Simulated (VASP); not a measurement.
The system is YSn3.

```
CELL_PARAMETERS angstrom
4.66600 0.00000 0.00000
0.00000 4.66600 0.00000
0.00000 0.00000 4.66600
ATOMIC_POSITIONS crystal
Y 0.00000 0.00000 0.00000
Sn 0.00000 0.50000 0.50000
Sn 0.50000 0.00000 0.50000
Sn 0.50000 0.50000 0.00000
```

* Program: VASP 6.6.1
* Task: relaxation of cell and atoms
* Functional: LDA
* Potentials or basis: VASP PAW LDA potentials, release 64 (Y_sv, Sn_d)
* Cutoff: 600 eV
* k mesh: 5 × 5 × 5
* Occupations: methfessel-paxton, width 0.05 eV
* Spin: no spin polarisation

At the start: pressure -2.5 GPa; volume 25.40 Å³/atom.

Task: Where does the relaxation end?

Result: Over 3 steps the energy falls by 8.0 meV/atom and the volume is 24.40 Å³/atom (-3.9 %); space group Pm-3m (No. 221, to 0.05 Å).

The path:
| step | energy change (eV) | largest force (eV/Å) | pressure (GPa) | volume (Å³) |
| --- | --- | --- | --- | --- |
| 1 | 0.0000 | 0.0000 | -2.46 | 101.59 |
| 2 | -0.0259 | 0.0000 | 1.21 | 95.96 |
| 3 | -0.0320 | 0.0000 | -0.02 | 97.59 |

Final structure:
```
CELL_PARAMETERS angstrom
4.60407 0.00000 0.00000
0.00000 4.60407 0.00000
0.00000 0.00000 4.60407
ATOMIC_POSITIONS crystal
Y 0.00000 0.00000 0.00000
Sn 0.00000 0.50000 0.50000
Sn 0.50000 0.00000 0.50000
Sn 0.50000 0.50000 0.00000
```
